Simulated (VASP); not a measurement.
**Al3TeO4: relaxation of cell and atoms with PBE**

Al3TeO4:

```
CELL_PARAMETERS angstrom
6.28453 0.00000 0.00000
0.00000 6.28453 0.00000
0.00000 0.00000 6.28453
ATOMIC_POSITIONS crystal
Al 0.50000 0.00000 0.00000
Al 0.00000 0.50000 0.00000
Al 0.00000 0.00000 0.50000
Te 0.00000 0.00000 0.00000
O 0.00000 0.50000 0.50000
O 0.50000 0.00000 0.50000
O 0.50000 0.50000 0.00000
O 0.50000 0.50000 0.50000
```

```yaml
Program: VASP 6.6.1
Task: relaxation of cell and atoms
Functional: PBE
Potentials_or_basis: VASP PAW PBE potentials, release 64 (Al, Te, O)
Cutoff: 600 eV
k_mesh: 4 × 4 × 4
Occupations: gaussian, width 0.1 eV
Spin: no spin polarisation
Dipole_correction: no
Further_INCAR_settings: ALGO = Normal; EDIFF = 1e-06; IBRION = 2; EDIFFG = -0.04; NSW = 90; ISIF = 3
```

```json
{
  "Relaxed volume": "14.46 Å³/atom",
  "Relaxed cell": "a = 4.872 Å, b = 4.872 Å, c = 4.872 Å, α = 90.00°, β = 90.00°, γ = 90.00°",
  "Space group after relaxing (to 0.05 Å)": "Pm-3m (No. 221)",
  "Energy gained by relaxing": "1206.6 meV/atom",
  "Ionic steps": "8",
  "Pressure after relaxing": "0.2 GPa"
}
```

Step by step:
| step | energy change (eV) | largest force (eV/Å) | pressure (GPa) | volume (Å³) |
| --- | --- | --- | --- | --- |
| 1 | 0.0000 | 0.0000 | -10.44 | 248.21 |
| 2 | -5.0815 | 0.0000 | -13.95 | 182.41 |
| 3 | 20.2020 | 0.0000 | 289.83 | 56.26 |
| 4 | -7.0949 | 0.0000 | -13.85 | 159.48 |
| 5 | -8.7558 | 0.0000 | 19.83 | 99.08 |
| 6 | -9.4723 | 0.0000 | -5.85 | 125.14 |
| 7 | -9.6455 | 0.0000 | -1.30 | 117.66 |
| 8 | -9.6526 | 0.0000 | 0.21 | 115.68 |

Final structure:
```cif
data_structure
_symmetry_space_group_name_H-M 'P 1'
_symmetry_Int_Tables_number 1
_cell_length_a 4.8725
_cell_length_b 4.8725
_cell_length_c 4.8725
_cell_angle_alpha 90.000
_cell_angle_beta 90.000
_cell_angle_gamma 90.000
_cell_volume 115.68
loop_
_atom_site_label
_atom_site_type_symbol
_atom_site_fract_x
_atom_site_fract_y
_atom_site_fract_z
_atom_site_occupancy
Al1 Al 0.50000 0.00000 0.00000 1
Al2 Al 0.00000 0.50000 0.00000 1
Al3 Al 0.00000 0.00000 0.50000 1
Te1 Te 0.00000 0.00000 0.00000 1
O1 O 0.00000 0.50000 0.50000 1
O2 O 0.50000 0.00000 0.50000 1
O3 O 0.50000 0.50000 0.00000 1
O4 O 0.50000 0.50000 0.50000 1
```

Levels at points of the mesh, in eV from the Fermi level:
```
           k point  band 16  band 17  band 18  band 19  band 20  band 21  band 22  band 23  band 24
(0.00, 0.00, 0.00)    -2.49    -2.32    -2.32    -2.32    -0.21     0.61     0.61     0.61     3.29
(0.50, 0.00, 0.00)    -2.93    -2.02    -0.94    -0.02     0.06     0.60     0.60     3.02     4.09
(0.50, 0.50, 0.00)    -2.46    -1.68    -1.10    -1.10     0.60     0.90     1.34     2.92     3.68
(0.50, 0.50, 0.50)    -1.66    -1.66    -1.37    -1.37    -1.37     1.09     1.09     1.09     2.55
```

It took 24 min on 1 thread of AMD EPYC 7R43 64-Core Processor (Zen 3) (shared host), peak memory 0.41 GiB.

Caveat: the volume moved by over 15 % at a fixed basis, so the end points are rough; spin-orbit coupling is left out, which moves the levels of the heavy elements; an odd number of electrons without spin polarisation forces a metal; a magnetic or distorted state may lie lower.
